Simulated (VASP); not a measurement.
Write the native input for VASP 6.6.1 that does the following.

```yaml
Task: single point
Functional: LDA
Potentials_or_basis: VASP PAW LDA potentials, release 64 (K_sv)
Cutoff: 520 eV
k_mesh: 5 × 5 × 3
Occupations: fermi-dirac, width 0.1 eV
Spin: no spin polarisation
Dipole_correction: no
Further_INCAR_settings: ALGO = Normal; EDIFF = 1e-07; NBANDS = 16
```

The structure of K lies in POSCAR:

```
K
1.0
    4.7624000000      0.0000000000      0.0000000000
   -2.3812000000      4.1243600000      0.0000000000
    0.0000000000      0.0000000000      7.8299700000
K
2
Direct
    0.3333333333      0.6666666667      0.2500000000
    0.6678789760      0.3357579519      0.7500000000
```

The input as run:

INCAR

```
SYSTEM = K
PREC = Accurate ; ENCUT = 520
EDIFF = 1E-7 ; ISMEAR = -1
SIGMA = 0.1 ; LREAL = .False.
LASPH = .True. ; NELM = 100
ALGO = Normal ; ISIF = 2
LWAVE = .False. ; LCHARG = .False.
GGA = CA ; NBANDS = 16
```

KPOINTS

```
regular mesh
0
Gamma
  5 5 3
  0 0 0
```

Potentials or basis: VASP PAW LDA potentials, release 64 (K_sv).

Launch:

```bash
$ cat potpaw_LDA.64/K_sv/POTCAR > POTCAR
$ mpirun -np 1 vasp_std > vasp.out
```

Results of the run:

| Quantity | Value |
| --- | --- |
| Pressure | -0.6 GPa |
| Band gap on the k mesh | zero (band 9 reaches 0.25 eV, above the bottom of band 10 at -1.31 eV) |

It took 28 s on 1 thread of Intel(R) Xeon(R) Platinum 8488C (Sapphire Rapids), on a shared host, peak memory 0.21 GiB.
